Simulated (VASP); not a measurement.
## NiO: single point with PBE+U

NiO:

```xyz
2
Lattice="0.0000 2.1337 2.1337 2.1337 0.0000 2.1337 2.1337 2.1337 0.0000" Properties=species:S:1:pos:R:3 pbc="T T T"
Ni    0.0000    0.0000    0.0000
O     2.1337    2.1337    2.1337
```

```yaml
Program: VASP 6.6.1
Task: single point
Functional: PBE
Potentials_or_basis: VASP PAW PBE potentials, release 64 (Ni_sv_GW, O_h)
Cutoff: 1340 eV
k_mesh: 12 × 12 × 12
Occupations: gaussian, width 0.02 eV
Spin: collinear spin, ferromagnetic start
Starting_moments: "[1.91, 0.21] μB"
Hubbard_terms: Ni d U = 6.2 eV
Dipole_correction: no
Further_INCAR_settings: ALGO = Normal; EDIFF = 1e-06; NBANDS = 23
```

```yaml
Pressure: -1.7 GPa
Band_gap_on_the_k_mesh: 2.00 eV (least direct gap 3.17 eV)
Net_moment: 2.00 μB per cell
Site_moments: Ni +1.80; O +0.13 μB
Valence_electrons_inside_the_program's_atomic_spheres: Ni 16.06; O 3.35
```

Levels at points of the mesh, in eV from the valence-band top:
Spin up:
```csv
k point,band 9,band 10,band 11,band 12,band 13,band 14,band 15,band 16,band 17,band 18
"(0.00, 0.00, 0.00)",-4.50,-4.50,-1.48,-1.48,-1.48,2.00,18.27,18.49,18.49,18.49
"(0.50, 0.00, 0.00)",-4.06,-4.06,-2.92,0.00,0.00,6.20,10.29,14.23,14.23,20.67
"(0.50, 0.50, 0.00)",-4.72,-3.78,-3.78,-2.77,-2.77,6.30,11.16,11.96,16.68,16.68
```
Spin down:
```tsv
k point	band 8	band 9	band 10	band 11	band 12	band 13	band 14	band 15
(0.00, 0.00, 0.00)	-3.46	-1.17	-1.17	-1.17	2.35	2.85	2.85	18.22
(0.50, 0.00, 0.00)	-3.64	-1.97	-1.87	-1.87	5.02	5.02	6.38	10.75
(0.50, 0.50, 0.00)	-2.65	-2.65	-2.48	-2.48	3.32	3.67	6.92	11.43
```

Eigenvalues of the final occupation matrices:
```tsv
site	spin	trace	eigenvalues
site 1 d	1	4.75	0.94 0.94 0.94 0.97 0.97
site 1 d	2	2.97	0.09 0.09 0.93 0.93 0.93
```

Run time: 15 min on 1 thread of AMD EPYC 7R43 64-Core Processor (Zen 3), on a shared host, peak memory 0.36 GiB.

Caveat: a cell with one magnetic atom can't hold antiferromagnetic order, which such compounds often take. The state reached can hang on the start; a lower one may exist.
